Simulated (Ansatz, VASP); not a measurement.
## MoSe in VASP and in Ansatz

```
CELL_PARAMETERS angstrom
3.39121 0.00000 0.00000
0.00000 3.39121 0.00000
0.00000 0.00000 3.39121
ATOMIC_POSITIONS crystal
Mo 0.00000 0.00000 0.00000
Se 0.50000 0.50000 0.50000
```

Alike in both runs: task single point; functional PBEsol; k mesh 14 × 14 × 14; occupations gaussian, width 0.1 eV; collinear spin.

```csv
,VASP,Ansatz
version,VASP 6.6.1,Ansatz 0.2.0
potentials or method,"VASP PAW PBE potentials, release 64 (Mo_sv, Se), cutoff 520 eV","scalar-relativistic, plane waves, PAW"
valence electrons in the cell,20,30
```

Ansatz gave:

```
gap on the k mesh at the Fermi level (eV)                     : none
pressure (GPa)                                                : -24.9
net moment per atom (μB)                                      : 0.66
size of the moment on the site where the two differ most (μB) : 1.14
```

Problem. Estimate VASP's values.

Solution. gap on the k mesh at the Fermi level (eV): none; pressure (GPa): -24.9; net moment per atom (μB): 0.64; size of the moment on the site where the two differ most (μB): 1.16.

VASP's potentials were made for PBE, not for PBEsol. Site moments also hang on the region over which each program counts them. A gap of «none» marks a metal or a gap that the smearing closes. VASP's potentials hold 20 valence electrons a cell and Ansatz's 30, so a difference there can come from the potentials and not from the codes.
